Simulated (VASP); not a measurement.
Input of a VASP 6.6.1 run:

The input INCAR:

```
SYSTEM = Sb
PREC = Accurate ; ENCUT = 500
EDIFF = 1E-6 ; ISMEAR = -1
SIGMA = 0.1 ; LREAL = .False.
LASPH = .True. ; NELM = 120
ALGO = Normal ; ISIF = 2
LWAVE = .False. ; LCHARG = .False.
GGA = PE ; NBANDS = 8
GGA_COMPAT = .False.
```

File KPOINTS:

```
regular mesh
0
Gamma
  16 16 16
  0 0 0
```

File POSCAR:

```
Sb
1.0
   -1.8308359304      1.8308359304      1.8308359304
    1.8308359304     -1.8308359304      1.8308359304
    1.8308359304      1.8308359304     -1.8308359304
Sb
1
Direct
    0.0000000000      0.0000000000      0.0000000000
```

Potentials or basis: VASP PAW PBE potentials, release 64 (Sb).

The run is started by

```sh
$ cat potpaw_PBE.64/Sb/POTCAR > POTCAR
$ mpirun -np 1 vasp_std > vasp.out
```

What does it give for the pressure?

7.8 GPa.
